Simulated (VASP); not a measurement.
# MoSe (P6_3/mmc) in VASP: a series of runs

The runs below take MoSe through single point, with PBE.

Program: VASP 6.6.1. These are calculated values, not measurements. Logs are shortened: lines on timing, memory, paths and dates and some standing lists are left out, and cuts for length are marked.

**1. The cell of the first run**

It takes space group P6_3/mmc (No. 194, hexagonal). Conventional cell: a = 3.979 Å, b = 3.979 Å, c = 5.049 Å, α = 90.00°, β = 90.00°, γ = 120.00°. Mo (site symmetry -3m) has 2 Mo at 2.52 Å and 6 Se at 2.62 Å within 3.3 Å. Se (site symmetry -6m2) has 6 Mo at 2.62 Å and 6 Se at 3.41 Å within 3.5 Å.

**2. Single point, PBE, collinear spin, ferromagnetic start (volume scaled by 0.945)**

INCAR

```
PREC     = Accurate       # precision mode
ENCUT    = 520            # plane-wave cutoff, eV
EDIFF    = 1E-7           # SCF threshold, eV
ISMEAR   = 0              # smearing method
SIGMA    = 0.05           # smearing width, eV
LREAL    = F              # projectors in reciprocal space
LASPH    = T              # aspherical terms in the spheres
NELM     = 150            # most SCF steps
ALGO     = Normal         # electronic algorithm
ISIF     = 2              # what is computed and relaxed
LWAVE    = F              # write WAVECAR
LCHARG   = F              # write CHGCAR
ISPIN    = 2              # spin polarisation
MAGMOM   = 0.05 0.05 0 0  # initial moments
LORBIT   = 11             # projections on sites
LMAXMIX  = 4              # l up to which the mixer works
GGA      = PE             # functional
NBANDS   = 32             # bands
```

KPOINTS

```
Automatic mesh
0
Gamma
  10 10 6
```

POSCAR

```
MoSe
1.0
    3.9789772023      0.0000000000      0.0000000000
   -1.9894886011      3.4458953383      0.0000000000
    0.0000000000      0.0000000000      5.0487064514
Mo Se
2 2
Direct
    0.0000000000      0.0000000000      0.0000000000
    0.0000000000      0.0000000000      0.5000000000
    0.3333333333      0.6666666667      0.2500000000
    0.6666666667      0.3333333333      0.7500000000
```

Potentials or basis: VASP PAW PBE potentials, release 64 (Mo_sv, Se).

Command:

```bash
$ cat potpaw_PBE.64/Mo_sv/POTCAR potpaw_PBE.64/Se/POTCAR > POTCAR
$ mpirun -np 1 vasp_std > vasp.out
```

OUTCAR:

```text
PREC = Accurate
   ENCUT = 520
   EDIFF = 1E-7
   ISMEAR = 0
   LREAL = F
   LASPH = T
   NELM = 150
   ISIF = 2
   ISPIN = 2
   LORBIT = 11
   GGA = PE

 ion  position               nearest neighbor table
   1  0.000  0.000  0.000-   2 2.52   2 2.52   4 2.62   3 2.62   4 2.62   3 2.62   4 2.62   3 2.62

   2  0.000  0.000  0.500-   1 2.52   1 2.52   4 2.62   3 2.62   4 2.62   3 2.62   4 2.62   3 2.62

   3  0.333  0.667  0.250-   1 2.62   2 2.62   1 2.62   2 2.62   1 2.62   2 2.62
   4  0.667  0.333  0.750-   1 2.62   2 2.62   1 2.62   2 2.62   1 2.62   2 2.62

  LATTYP: Found a hexagonal cell.
 ALAT       =     3.9789772023
 C/A-ratio  =     1.2688452823

  Lattice vectors:

 A1 = (   3.9789772023,   0.0000000000,   0.0000000000)
 A2 = (  -1.9894886011,   3.4458953383,   0.0000000000)
 A3 = (   0.0000000000,   0.0000000000,   5.0487064514)

Analysis of symmetry for initial positions (statically):
=====================================================================
 Subroutine PRICEL returns:
 Original cell was already a primitive cell.

 Routine SETGRP: Setting up the symmetry group for a
 hexagonal supercell.

 Subroutine GETGRP returns: Found 24 space group operations
 (whereof 12 operations were pure point group operations)
 out of a pool of 24 trial point group operations.

The static configuration has the point symmetry D_3d.
 The point group associated with its full space group is D_6h.

Analysis of symmetry for dynamics (positions and initial velocities):
=====================================================================
 Subroutine PRICEL returns:
 Original cell was already a primitive cell.

 Routine SETGRP: Setting up the symmetry group for a
 hexagonal supercell.

 Subroutine GETGRP returns: Found 24 space group operations
 (whereof 12 operations were pure point group operations)
 out of a pool of 24 trial point group operations.

The dynamic configuration has the point symmetry D_3d.
 The point group associated with its full space group is D_6h.

Analysis of structural, dynamic, and magnetic symmetry:
=====================================================================
 Subroutine PRICEL returns:
 Original cell was already a primitive cell.

 Routine SETGRP: Setting up the symmetry group for a
 hexagonal supercell.

 Subroutine GETGRP returns: Found 24 space group operations
 (whereof 12 operations were pure point group operations)
 out of a pool of 24 trial point group operations.

The overall configuration has the point symmetry D_3d.
 The point group associated with its full space group is D_6h.

 Subroutine INISYM returns: Found 24 space group operations
 (whereof 12 operations are pure point group operations),
 and found     1 'primitive' translations

----------------------------------------------------------------------------------------

                                     Primitive cell

  volume of cell :      69.2235

  direct lattice vectors                    reciprocal lattice vectors
     3.978977202  0.000000000  0.000000000     0.251320867  0.145100170  0.000000000
    -1.989488601  3.445895338  0.000000000     0.000000000  0.290200340  0.000000000
     0.000000000  0.000000000  5.048706451     0.000000000  0.000000000  0.198070537

  length of vectors
     3.978977202  3.978977202  5.048706451     0.290200340  0.290200340  0.198070537

  position of ions in fractional coordinates (direct lattice)
     0.000000000  0.000000000  0.000000000
     0.000000000  0.000000000  0.500000000
     0.333333333  0.666666667  0.250000000
     0.666666667  0.333333333  0.750000000

  ion indices of the primitive-cell ions
   primitive index   ion index
                 1           1
                 2           2
                 3           3
                 4           4

----------------------------------------------------------------------------------------

 KPOINTS: Automatic mesh

Automatic generation of k-mesh.
 Grid dimensions read from file:
 generate k-points for:   10   10    6

 Generating k-lattice:

  Cartesian coordinates                     Fractional coordinates (reciprocal lattice)
     0.025132087  0.014510017  0.000000000     0.100000000  0.000000000  0.000000000
     0.000000000  0.029020034  0.000000000     0.000000000  0.100000000  0.000000000
     0.000000000  0.000000000  0.033011756     0.000000000  0.000000000  0.166666667

  Length of vectors
     0.029020034  0.029020034  0.033011756

  Shift w.r.t. Gamma in fractional coordinates (k-lattice)
     0.000000000  0.000000000  0.000000000

 Subroutine IBZKPT returns following result:
 ===========================================

 Found     56 irreducible k-points:

 Following reciprocal coordinates:
            Coordinates               Weight
  0.000000  0.000000  0.000000      1.000000
  0.100000 -0.000000  0.000000      6.000000
  0.200000 -0.000000  0.000000      6.000000
  0.300000 -0.000000  0.000000      6.000000
  0.400000 -0.000000  0.000000      6.000000
  0.500000 -0.000000  0.000000      3.000000
[... 16 lines left out ...]
  0.300000  0.100000  0.166667     24.000000
  0.400000  0.100000  0.166667     24.000000
 [... further k-points ...]
   k-points           NKPTS =     56   k-points in BZ     NKDIM =     56   number of bands    NBANDS=     32
   number of dos      NEDOS =    301   number of ions     NIONS =      4
   total plane-waves  NPLWV =  36000
   dimension x,y,z NGX =    30 NGY =   30 NGZ =   40
   dimension x,y,z NGXF=    60 NGYF=   60 NGZF=   80
   ions per type =               2   2
   NGX,Y,Z   is equivalent  to a cutoff of  12.53, 12.53, 13.17 a.u.
   NGXF,Y,Z  is equivalent  to a cutoff of  25.07, 25.07, 26.34 a.u.
 SYSTEM =  unknown system
   PREC   = accura    normal or accurate (medium, high low for compatibility)
   ISTART =      0    job   : 0-new  1-cont  2-samecut
   ICHARG =      2    charge: 1-file 2-atom 10-const
   ISPIN  =      2    spin polarized calculation?
   LNONCOLLINEAR =      F non collinear calculations
   LSORBIT =      F    spin-orbit coupling
   LASPH  =      T    aspherical Exc in radial PAW
   ENCUT  =  520.0 eV  38.22 Ry    6.18 a.u.   7.40  7.40  9.39*2*pi/ulx,y,z
   NELM   =    150;   NELMIN=  2; NELMDL= -5     # of ELM steps
   EDIFF  = 0.1E-06   stopping-criterion for ELM
   LREAL  =      F    real-space projection
   EDIFFG = 0.1E-05   stopping-criterion for IOM
   NSW    =      0    number of steps for IOM
   IBRION =     -1    ionic relax: 0-MD 1-quasi-New 2-CG
   NFREE  =      0    steps in history (QN), initial steepest desc. (CG)
   ISIF   =      2    stress and relaxation
   ISYM   =      2    0-nonsym 1-usesym 2-fastsym
   POTIM  = 0.5000    time-step for ionic-motion
   TEBEG  =    0.0;   TEEND  =   0.0 temperature during run
   PSTRESS=    0.0 pullay stress
   NELECT =      40.0000    total number of electrons
   NUPDOWN=      -1.0000    fix difference up-down
   EMIN   =  10.00;   EMAX   =-10.00  energy-range for DOS
   EFERMI =   0.00;   METHOD = LEGACY
   ISMEAR =     0;   SIGMA  =   0.05  broadening in eV -4-tet -1-fermi 0-gaus
   EFERMI_NEDOS =   21; number of points for ismear=-14 and -15
   IALGO  =     38    algorithm
   IMIX   =      4    mixing-type and parameters
     AMIX     =   0.40;   BMIX     =  1.00
     AMIX_MAG =   1.60;   BMIX_MAG =  1.00
  volume/ion in A,a.u.               =      17.31       116.79
  Fermi-wavevector in a.u.,A,eV,Ry     =   1.363568  2.576771 25.297570  1.859319
  Thomas-Fermi vector in A             =   2.489960
   LORBIT       =     11    0 simple, 1 ext, 2 COOP (PROOUT), +10 PAW based schemes
   GGA     = PE    functional components
   LHFCALC =     F    Hartree Fock is set to
   AEXX    =    0.0000 exact exchange contribution
   IVDW    =     0    specifies the selected vdW correction
   LEPSILON=     F    determine dielectric tensor
   LRPA    =     F    only Hartree local field effects (RPA)
 spin polarized calculation
 Gauss-broadening in eV      SIGMA  =   0.05
  energy-cutoff  :      520.00
  volume of cell :       69.22
 maximum number of plane-waves:      1890
 NGX is ok and might be reduce to    30
   NGX = 15   NGY = 15   NGZ = 19

 number of electron      39.9999998 magnetization       0.0001949

 Free energy of the ion-electron system (eV)
  ---------------------------------------------------
  ext. energy  EPLUGINS =         0.00000000
  ---------------------------------------------------
  free energy    TOTEN  =       -28.41738148 eV

  energy without entropy =      -28.41304117  energy(sigma->0) =      -28.41521132

 E-fermi :   9.7377     XC(G=0): -11.8218

 val. band max:        9.7314556324   @ k =   0.2000   0.2000   0.1667
 cond. band min:       9.7461494702   @ k =   0.4000   0.2000   0.5000
 fundamental gap:      0.0146938378
 Fermi energy:         9.7377277530

 spin component 1

 k-point     1 :       0.0000    0.0000    0.0000
  band No.  band energies     occupation
      1     -51.5022      1.00000
      2     -51.2309      1.00000
      3     -26.6087      1.00000
      4     -25.5966      1.00000
      5     -25.5966      1.00000
      6     -25.3519      1.00000
[... 24 lines left out ...]
     31      20.9265      0.00000
     32      20.9265      0.00000

 k-point     2 :       0.1000   -0.0000    0.0000
  band No.  band energies     occupation
      1     -51.5019      1.00000
      2     -51.2308      1.00000
      3     -26.6075      1.00000
      4     -25.6022      1.00000
      5     -25.5979      1.00000
      6     -25.3552      1.00000
[... 24 lines left out ...]
     31      19.9160      0.00000
     32      19.9921      0.00000
[... 733 lines left out ...]
     31      19.0336      0.00000
     32      19.4403      0.00000

 k-point    24 :       0.4000    0.1000    0.1667
  band No.  band energies     occupation
      1     -51.4823      1.00000
      2     -51.2479      1.00000
      3     -26.4817      1.00000
      4     -25.6339      1.00000
      5     -25.5963      1.00000
      6     -25.4025      1.00000
[... 24 lines left out ...]
     31      18.9512      0.00000
     32      19.7836      0.00000

 [... further k-points ...]

 spin component 2

 k-point     1 :       0.0000    0.0000    0.0000
  band No.  band energies     occupation
      1     -51.5021      1.00000
      2     -51.2309      1.00000
      3     -26.6087      1.00000
      4     -25.5966      1.00000
      5     -25.5966      1.00000
      6     -25.3518      1.00000
[... 24 lines left out ...]
     31      20.9265      0.00000
     32      20.9265      0.00000

 k-point     2 :       0.1000   -0.0000    0.0000
  band No.  band energies     occupation
      1     -51.5019      1.00000
      2     -51.2307      1.00000
      3     -26.6075      1.00000
      4     -25.6021      1.00000
      5     -25.5978      1.00000
      6     -25.3551      1.00000
[... 24 lines left out ...]
     31      19.9161      0.00000
     32      19.9921      0.00000
[... 733 lines left out ...]
     31      19.0336      0.00000
     32      19.4403      0.00000

 k-point    24 :       0.4000    0.1000    0.1667
  band No.  band energies     occupation
      1     -51.4823      1.00000
      2     -51.2479      1.00000
      3     -26.4817      1.00000
      4     -25.6338      1.00000
      5     -25.5962      1.00000
      6     -25.4024      1.00000
[... 24 lines left out ...]
     31      18.9512      0.00000
     32      19.7836      0.00000

 [... further k-points ...]
[... 5 lines left out ...]
  --------------------------------------------------------------------------------------
  -------------------------------------------------------------------------------------
  Total        4.0815127      4.0815127      4.0960350      0.0000000      0.0000000      0.0000000
  in kB       94.4665558     94.4665558     94.8026738      0.0000000      0.0000000      0.0000000
  external PRESSURE =      94.5785951 kB  Pullay stress =       0.0000000 kB

 VOLUME and BASIS-vectors are now :
 -----------------------------------------------------------------------------
  energy-cutoff  :      520.00
  volume of cell :       69.22
      direct lattice vectors                 reciprocal lattice vectors
     3.978977202  0.000000000  0.000000000     0.251320867  0.145100170  0.000000000
    -1.989488601  3.445895338  0.000000000     0.000000000  0.290200340  0.000000000
     0.000000000  0.000000000  5.048706451     0.000000000  0.000000000  0.198070537

 POSITION                                       TOTAL-FORCE (eV/Angst)
 -----------------------------------------------------------------------------------
      0.00000      0.00000      0.00000         0.000000      0.000000     -0.000000
      0.00000      0.00000      2.52435         0.000000      0.000000     -0.000000
     -0.00000      2.29726      1.26218        -0.000000      0.000000      0.000000
      1.98949      1.14863      3.78653         0.000000     -0.000000     -0.000000
 -----------------------------------------------------------------------------------
    total drift:                               -0.000000      0.000000     -0.000000

  FREE ENERGIE OF THE ION-ELECTRON SYSTEM (eV)
  ---------------------------------------------------
  free  energy   TOTEN  =       -28.4173814788 eV

  energy  without entropy=      -28.4130411668  energy(sigma->0) =      -28.41521132

 total charge

# of ion       s       p       d       tot
------------------------------------------
    1        2.276   6.149   4.177  12.603
    2        2.276   6.149   4.177  12.603
    3        1.428   2.391   0.109   3.928
    4        1.428   2.391   0.109   3.928
--------------------------------------------------
tot          7.409  17.081   8.573  33.063

 magnetization (x)

# of ion       s       p       d       tot
------------------------------------------
    1        0.000   0.000   0.000   0.000
    2        0.000   0.000   0.000   0.000
    3       -0.000  -0.000   0.000  -0.000
    4       -0.000  -0.000   0.000  -0.000
--------------------------------------------------
tot          0.000  -0.000   0.000   0.000
```

It took 2 min on 1 thread of AMD EPYC 9R45 (Zen 5), shared host; peak memory 0.3 GiB.

Results:

| Item | Value |
| --- | --- |
| Free energy | -28.4174 eV |
| Pressure | 9.5 GPa |
| Band gap on the k mesh | zero (filled and empty bands overlap) |
| Net moment | 0.00 μB per cell |
| Valence electrons inside the program's atomic spheres | Mo 12.60; Se 3.93 |

**3. Single point, PBE, collinear spin, ferromagnetic start (volume scaled by 0.960)**

INCAR

```
SYSTEM = MoSe
PREC = Accurate
ENCUT = 520
EDIFF = 1E-6
ISMEAR = 0
SIGMA = 0.05
LREAL = .FALSE.
LASPH = .TRUE.
NELM = 150
ALGO = Normal
ISIF = 2
LWAVE = .FALSE.
LCHARG = .TRUE.
ISPIN = 2
MAGMOM = 0.05 0.05 0 0
LORBIT = 11
LMAXMIX = 4
GGA = PE
LELF = .TRUE.
LVHAR = .TRUE.
NBANDS = 32
```

KPOINTS

```
Automatic mesh
0
G
  10 10 6
  0 0 0
```

POSCAR

```
MoSe
1.0
    4.0055949149      0.0000000000      0.0000000000
   -2.0027974575      3.4689469536      0.0000000000
    0.0000000000      0.0000000000      5.0609074134
Mo Se
2 2
Direct
    0.0000000000      0.0000000000      0.0000000000
    0.0000000000      0.0000000000      0.5000000000
    0.3333333333      0.6666666667      0.2500000000
    0.6666666667      0.3333333333      0.7500000000
```

Potentials or basis: VASP PAW PBE potentials, release 64 (Mo_sv, Se).

Command:

```bash
$ cat potpaw_PBE.64/Mo_sv/POTCAR potpaw_PBE.64/Se/POTCAR > POTCAR
$ mpirun -np 1 vasp_std > vasp.out
```

Wall time 1.8 min (1 thread of AMD EPYC 9R45 (Zen 5), shared host); peak memory 0.3 GiB.

Results (log left out):

| Quantity | Value |
| --- | --- |
| Free energy | -28.4727 eV |
| Pressure | 6.7 GPa |
| Band gap on the k mesh | zero (filled and empty bands overlap) |
| Net moment | 0.00 μB per cell |
| Valence electrons inside the program's atomic spheres | Mo 12.57; Se 3.91 |

Stress tensor (GPa, compression positive):
```
6.62 0.00 0.00
0.00 6.62 0.00
0.00 0.00 6.77
```

Levels at points of the mesh, in eV from the Fermi level:
Spin up:
| k point | band 18 | band 19 | band 20 | band 21 | band 22 | band 23 |
| --- | --- | --- | --- | --- | --- | --- |
| (0.00, 0.00, 0.00) | -2.47 | -1.14 | -1.14 | -1.08 | 2.13 | 2.13 |
| (0.50, 0.00, 0.00) | -1.80 | -1.12 | 0.15 | 0.60 | 0.92 | 1.58 |
| (0.00, 0.00, 0.50) | -1.42 | -1.42 | -1.42 | -0.63 | -0.63 | 2.84 |
| (0.50, 0.00, 0.50) | -1.14 | -0.44 | -0.44 | -0.33 | -0.33 | 1.49 |
Spin down:
| k point | band 17 | band 18 | band 19 | band 20 | band 21 | band 22 | band 23 | band 24 |
| --- | --- | --- | --- | --- | --- | --- | --- | --- |
| (0.00, 0.00, 0.00) | -2.47 | -2.47 | -1.14 | -1.14 | -1.08 | 2.13 | 2.13 | 2.14 |
| (0.50, 0.00, 0.00) | -4.20 | -1.80 | -1.12 | 0.15 | 0.60 | 0.92 | 1.58 | 2.07 |
| (0.00, 0.00, 0.50) | -1.42 | -1.42 | -1.42 | -1.42 | -0.63 | -0.63 | 2.84 | 2.84 |
| (0.50, 0.00, 0.50) | -1.14 | -1.14 | -0.44 | -0.44 | -0.33 | -0.33 | 1.49 | 1.49 |

(Part 1 of 2 ends here.)
